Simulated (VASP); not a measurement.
# MgO (P6_3mc) in VASP: single point with HSE06

Aim: the single point of MgO with HSE06.

Everything below comes from runs of VASP 6.6.1. Logs are shortened: lines on timing, memory, paths and dates and some standing lists are left out, and cuts for length are marked.

### 1 The cell of the first run

The structure is hexagonal, space group P6_3mc (No. 186). Conventional cell: a = 3.420 Å, b = 3.420 Å, c = 5.236 Å, α = 90.00°, β = 90.00°, γ = 120.00°. Mg (site symmetry 3m) has 4 O at 2.05 Å within 2.7 Å. O (site symmetry 3m) has 4 Mg at 2.05 Å within 2.7 Å.

### 2 Single point, HSE06 (strain +4.0%)

File POSCAR:

```
MgO
1.0
    3.4197459172      0.0000000000      0.0000000000
   -1.7098729586      2.9615868388      0.0000000000
    0.0000000000      0.0000000000      5.2357409258
Mg O
2 2
Direct
    0.3333333333      0.6666666667     -0.0082106974
    0.6666666667      0.3333333333      0.4917893026
    0.3333333333      0.6666666667      0.3832106974
    0.6666666667      0.3333333333      0.8832106974
```

File INCAR.step1:

```
PREC = Accurate
ENCUT = 520
EDIFF = 1E-5
ISMEAR = 0
SIGMA = 0.01
LREAL = F
LASPH = T
NELM = 100
ALGO = Normal
ISIF = 2
LWAVE = T
LCHARG = F
GGA = PE
NBANDS = 16
```

File INCAR.step2:

```
PREC = Accurate
ENCUT = 520
EDIFF = 1E-6
ISMEAR = 0
SIGMA = 0.01
LREAL = F
LASPH = T
NELM = 100
ALGO = Normal
ISIF = 2
LWAVE = F
LCHARG = F
GGA = PE
LHFCALC = T
HFSCREEN = 0.2079
PRECFOCK = Normal
ISTART = 1
NBANDS = 16
```

File KPOINTS:

```
Automatic mesh
0
Gamma
  6 6 4
```

Potentials or basis: VASP PAW PBE potentials, release 64 (Mg, O).

Started as:

```bash
$ cat potpaw_PBE.64/Mg/POTCAR potpaw_PBE.64/O/POTCAR > POTCAR
$ cp INCAR.step1 INCAR
$ mpirun -np 1 vasp_std > vasp.out
$ cp INCAR.step2 INCAR
$ mpirun -np 1 vasp_std > vasp.out
```

OUTCAR:

```text
PREC = Accurate
   ENCUT = 520
   EDIFF = 1E-6
   ISMEAR = 0
   LREAL = F
   LASPH = T
   NELM = 100
   ISIF = 2
   GGA = PE
   LHFCALC = T
   HFSCREEN = 0.2079
   PRECFOCK = Normal
   ISTART = 1

 ion  position               nearest neighbor table
   1  0.333  0.667  0.992-   3 2.05   4 2.05   4 2.05   4 2.05   2 3.28   2 3.28   2 3.28   2 3.28
                             2 3.28   2 3.28
   2  0.667  0.333  0.492-   4 2.05   3 2.05   3 2.05   3 2.05   1 3.28   1 3.28   1 3.28   1 3.28
                             1 3.28   1 3.28
   3  0.333  0.667  0.383-   1 2.05   2 2.05   2 2.05   2 2.05
   4  0.667  0.333  0.883-   2 2.05   1 2.05   1 2.05   1 2.05

  LATTYP: Found a hexagonal cell.
 ALAT       =     3.4197459172
 C/A-ratio  =     1.5310321447

  Lattice vectors:

 A1 = (   3.4197459172,   0.0000000000,   0.0000000000)
 A2 = (  -1.7098729586,   2.9615868388,   0.0000000000)
 A3 = (   0.0000000000,   0.0000000000,   5.2357409258)

Analysis of symmetry for initial positions (statically):
=====================================================================
 Subroutine PRICEL returns:
 Original cell was already a primitive cell.

 Routine SETGRP: Setting up the symmetry group for a
 hexagonal supercell.

 Subroutine GETGRP returns: Found 12 space group operations
 (whereof  6 operations were pure point group operations)
 out of a pool of 24 trial point group operations.

The static configuration has the point symmetry C_3v.
 The point group associated with its full space group is C_6v.

Analysis of symmetry for dynamics (positions and initial velocities):
=====================================================================
 Subroutine PRICEL returns:
 Original cell was already a primitive cell.

 Routine SETGRP: Setting up the symmetry group for a
 hexagonal supercell.

 Subroutine GETGRP returns: Found 12 space group operations
 (whereof  6 operations were pure point group operations)
 out of a pool of 24 trial point group operations.

The dynamic configuration has the point symmetry C_3v.
 The point group associated with its full space group is C_6v.

 Subroutine INISYM returns: Found 12 space group operations
[... 102 lines left out ...]
   NFREE  =      0    steps in history (QN), initial steepest desc. (CG)
   ISIF   =      2    stress and relaxation
   ISYM   =      3    0-nonsym 1-usesym 2-fastsym
   POTIM  = 0.5000    time-step for ionic-motion
   TEBEG  =    0.0;   TEEND  =   0.0 temperature during run
   PSTRESS=    0.0 pullay stress
   NELECT =      16.0000    total number of electrons
   NUPDOWN=      -1.0000    fix difference up-down
   EMIN   =  10.00;   EMAX   =-10.00  energy-range for DOS
   EFERMI =   0.00;   METHOD = LEGACY
   ISMEAR =     0;   SIGMA  =   0.01  broadening in eV -4-tet -1-fermi 0-gaus
   EFERMI_NEDOS =   21; number of points for ismear=-14 and -15
   IALGO  =     38    algorithm
   IMIX   =      1    mixing-type and parameters
     AMIX     =   0.40;   BMIX     =  1.00
     AMIX_MAG =   1.60;   BMIX_MAG =  1.00
  volume/ion in A,a.u.               =      13.26        89.46
  Fermi-wavevector in a.u.,A,eV,Ry     =   1.098035  2.074984 16.404271  1.205680
  Thomas-Fermi vector in A             =   2.234405
   LORBIT       =      0    0 simple, 1 ext, 2 COOP (PROOUT), +10 PAW based schemes
   GGA     = PE    functional components
   LHFCALC =     T    Hartree Fock is set to
   PRECFOCK=normal    Normal, Fast or Accurate (Low or Medium for compatibility)
   ENCUT4O =  -1.0   cutoff for four orbital integrals eV
   NKREDX  =     1    reduce k-point grid by
   NKREDY  =     1    reduce k-point grid by
   NKREDZ  =     1    reduce k-point grid by
   AEXX    =    0.2500 exact exchange contribution
   HFSCREEN=    0.2079 screening length (either q_TF or 0.3 A-1)
   HFSCREENC=   0.2079 screening length for correlation (either q_TF or 0.3 A-1)
   ENCUTFOCK=  -1.0 apply spherical cutoff to Coloumb kernel
   IVDW    =     0    specifies the selected vdW correction
   LEPSILON=     F    determine dielectric tensor
   LRPA    =     F    only Hartree local field effects (RPA)
 non-spin polarized calculation
 Gauss-broadening in eV      SIGMA  =   0.01
  energy-cutoff  :      520.00
  volume of cell :       53.03
 maximum number of plane-waves:      1444
 NGX is ok and might be reduce to    28
  NGX = 20; NGY = 20; NGZ = 30

 number of electron      16.0000001 magnetization

 Free energy of the ion-electron system (eV)
  ---------------------------------------------------
  ext. energy  EPLUGINS =         0.00000000
  ---------------------------------------------------
  free energy    TOTEN  =       -27.79108778 eV

  energy without entropy =      -27.79108778  energy(sigma->0) =      -27.79108778

 E-fermi :  -0.6043     XC(G=0):  -7.6443

 val. band max:       -0.7097588471   @ k =   0.0000   0.0000   0.0000
 cond. band min:       3.7588411224   @ k =   0.0000   0.0000   0.0000
 fundamental gap:      4.4685999695
 Fermi energy:        -0.6042513674

 k-point     1 :       0.0000    0.0000    0.0000
  band No.  band energies     occupation
      1     -18.0377      2.00000
      2     -17.3940      2.00000
      3      -3.7875      2.00000
      4      -1.3494      2.00000
      5      -1.3494      2.00000
      6      -1.0191      2.00000
[... 376 lines left out ...]
      3      -3.1738      2.00000
      4      -3.1738      2.00000
      5      -2.6238      2.00000
      6      -2.6238      2.00000
[... 8 lines left out ...]
     15      16.2887      0.00000
     16      16.2887      0.00000

------------------------ aborting loop because EDIFF is reached ----------------------------------------

  FORCE on cell =-STRESS in cart. coord.  units (eV):
  Direction    XX          YY          ZZ          XY          YZ          ZX
  --------------------------------------------------------------------------------------
  -------------------------------------------------------------------------------------
  Total       -4.2398419     -4.2398419     -3.3951683      0.0000000     -0.0000000      0.0000000
  in kB     -128.1043230   -128.1043230   -102.5830067      0.0000000     -0.0000000      0.0000000
  external PRESSURE =    -119.5972176 kB  Pullay stress =       0.0000000 kB

 VOLUME and BASIS-vectors are now :
 -----------------------------------------------------------------------------
  energy-cutoff  :      520.00
  volume of cell :       53.03
      direct lattice vectors                 reciprocal lattice vectors
     3.419745917  0.000000000  0.000000000     0.292419386  0.168828411  0.000000000
    -1.709872959  2.961586839  0.000000000     0.000000000  0.337656822  0.000000000
     0.000000000  0.000000000  5.235740926     0.000000000  0.000000000  0.190994935

 POSITION                                       TOTAL-FORCE (eV/Angst)
 -----------------------------------------------------------------------------------
     -0.00000      1.97439      5.19275         0.000000      0.000000      0.003736
      1.70987      0.98720      2.57488        -0.000000      0.000000      0.003736
     -0.00000      1.97439      2.00639         0.000000      0.000000     -0.003736
      1.70987      0.98720      4.62426        -0.000000     -0.000000     -0.003736
 -----------------------------------------------------------------------------------
    total drift:                                0.000000      0.000001      0.000694

  FREE ENERGIE OF THE ION-ELECTRON SYSTEM (eV)
  ---------------------------------------------------
  free  energy   TOTEN  =       -27.7910877814 eV

  energy  without entropy=      -27.7910877814  energy(sigma->0) =      -27.79108778
```

OUTCAR.step1:

```text
PREC = Accurate
   ENCUT = 520
   EDIFF = 1E-5
   ISMEAR = 0
   LREAL = F
[... 627 lines left out ...]
     -0.00000      1.97439      5.19275         0.000000      0.000000     -0.018282
      1.70987      0.98720      2.57488         0.000000     -0.000000     -0.018282
     -0.00000      1.97439      2.00639         0.000000     -0.000000      0.018282
      1.70987      0.98720      4.62426        -0.000000     -0.000000      0.018282
 -----------------------------------------------------------------------------------
    total drift:                               -0.000000      0.000000      0.000442

  FREE ENERGIE OF THE ION-ELECTRON SYSTEM (eV)
  ---------------------------------------------------
  free  energy   TOTEN  =       -23.4061475535 eV

  energy  without entropy=      -23.4061475535  energy(sigma->0) =      -23.40614755
```

OSZICAR.step1:

```text
N       E                     dE             d eps       ncg     rms          rms(c)
DAV:   1     0.662974594849E+02    0.66297E+02   -0.72620E+03   672   0.862E+02
DAV:   2    -0.228932878776E+02   -0.89191E+02   -0.81811E+02   896   0.194E+02
DAV:   3    -0.276046322375E+02   -0.47113E+01   -0.46979E+01   808   0.478E+01
DAV:   4    -0.276253704155E+02   -0.20738E-01   -0.20738E-01   792   0.368E+00
DAV:   5    -0.276254816043E+02   -0.11119E-03   -0.11119E-03   824   0.261E-01    0.116E+01
DAV:   6    -0.234985952951E+02    0.41269E+01   -0.13084E+01   672   0.262E+01    0.429E+00
DAV:   7    -0.234152337706E+02    0.83362E-01   -0.24791E-01   672   0.393E+00    0.223E+00
DAV:   8    -0.234080423032E+02    0.71915E-02   -0.12380E-01   688   0.371E+00    0.549E-01
DAV:   9    -0.234050993159E+02    0.29430E-02   -0.38592E-03   800   0.571E-01    0.171E-01
DAV:  10    -0.234061173423E+02   -0.10180E-02   -0.15001E-03   688   0.244E-01    0.267E-02
DAV:  11    -0.234061453822E+02   -0.28040E-04   -0.23192E-05   816   0.295E-02    0.243E-02
DAV:  12    -0.234061475535E+02   -0.21713E-05   -0.14046E-05   632   0.313E-02
   1 F= -.23406148E+02 E0= -.23406148E+02  d E =-.110505E-49
```

Wall time 32 min (1 thread of Intel Xeon Platinum 8488C (Sapphire Rapids), shared host); peak memory 0.29 GiB.

Results:

```
Free energy            : -27.7911 eV
Pressure               : -12.0 GPa
Largest force          : 0.004 eV/Å
Band gap on the k mesh : 4.47 eV
```

Forces in eV/Å, atoms in the order of the input:
```
Mg   0.000  0.000  0.004
Mg   0.000  0.000  0.004
O    0.000  0.000 -0.004
O    0.000  0.000 -0.004
```

Stress tensor (GPa, compression positive):
```
-12.81   0.00   0.00
  0.00 -12.81   0.00
  0.00   0.00 -10.26
```

Levels at points of the mesh, in eV from the valence-band top:
| k point | band 4 | band 5 | band 6 | band 7 | band 8 | band 9 | band 10 | band 11 | band 12 | band 13 |
| --- | --- | --- | --- | --- | --- | --- | --- | --- | --- | --- |
| (0.00, 0.00, 0.00) | -0.64 | -0.64 | -0.31 | -0.31 | 0.00 | 4.47 | 9.43 | 11.31 | 15.27 | 15.27 |
| (0.50, 0.00, 0.00) | -2.08 | -1.63 | -1.17 | -0.75 | -0.44 | 9.06 | 9.21 | 10.26 | 11.84 | 14.09 |
| (0.00, 0.00, 0.50) | -1.87 | -0.48 | -0.48 | -0.48 | -0.48 | 6.92 | 6.92 | 14.07 | 14.07 | 15.69 |
| (0.50, 0.00, 0.50) | -2.93 | -0.82 | -0.82 | -0.66 | -0.66 | 8.59 | 8.59 | 11.86 | 11.86 | 14.45 |

Caveat: the cell differs from its parent crystal (strain +4.0%); the cell stands under tension; the structure was generated, so it needn't be the stable form of MgO; the PAW data sets were made with another functional, which shifts forces and pressure a little.
